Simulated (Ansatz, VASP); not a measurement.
**TaRu in VASP and in Ansatz**

INCAR

```
SYSTEM = TaRu
ALGO = Fast
EDIFF = 1E-8
ENCUT = 520
GGA = CA
ISIF = 2
ISMEAR = -1
LASPH = .TRUE.
LCHARG = .FALSE.
LEFG = .TRUE.
LREAL = .FALSE.
LWAVE = .FALSE.
NBANDS = 20
NELM = 60
PREC = Accurate
SIGMA = 0.15
```

File KPOINTS:

```
k-points
0
G
  14 14 12
  0 0 0
```

File POSCAR:

```
TaRu
1.0
    3.0060130845      0.0000000000      0.0000000000
    0.0000000000      3.0060130845      0.0000000000
    0.0000000000      0.0000000000      3.3616253979
Ta Ru
1 1
Direct
    0.5000000000      0.5000000000      0.5000000000
    0.0000000000      0.0000000000      0.0000000000
```

Input for Ansatz:

```yaml
crystal:
  lattice:
    - [3.0060130845, 0.0, 0.0]
    - [0.0, 3.0060130845, 0.0]
    - [0.0, 0.0, 3.3616253964]
  atoms:
    - { symbol: Ta, position: [0.5, 0.5, 0.5] }
    - { symbol: Ru, position: [0.0, 0.0, 0.0] }
basis:
  ecutwfc: 420
kpoints:
  mp_grid: { grid: [14, 14, 12] }
hamiltonian:
  xc: lda
scf:
  occupations: { method: fermi_dirac, width: 0.15 }
output:
  forces: true
  stress: true
  eigenvalues: true
  efg: {}
checkpoint:
  read: start.run
  write: ck
  compress: false
  write_wavefunctions: false
  write_every: 100000
```

Alike in both runs: task electric field gradients; functional LDA; k mesh 14 × 14 × 12; occupations fermi-dirac, width 0.15 eV; no spin polarisation.

|  | VASP | Ansatz |
| --- | --- | --- |
| version | VASP 6.6.1 | Ansatz 0.2.0 |
| potentials or method | VASP PAW LDA potentials, release 64 (Ta_pv, Ru_pv), cutoff 520 eV | scalar-relativistic, plane waves, PAW |
| valence electrons in the cell | 25 | 29 |

|  | VASP | Ansatz | Ansatz less VASP |
| --- | --- | --- | --- |
| gap on the k mesh at the Fermi level (eV) | none | none | - |
| pressure (GPa) | 1.1 | 0.0 | -1.06 |
| size of Vzz on the site where it differs most (V/Å²) | 35.4 | 28.9 | -6.46 |

LDA's correlation is that of Perdew and Zunger in VASP and of Perdew and Wang (1992) in Ansatz. A gap of «none» marks a metal or a gap that the smearing closes. VASP's potentials hold 25 valence electrons a cell and Ansatz's 29, so a difference there can come from the potentials and not from the codes.

Neither program's run includes spin-orbit coupling.
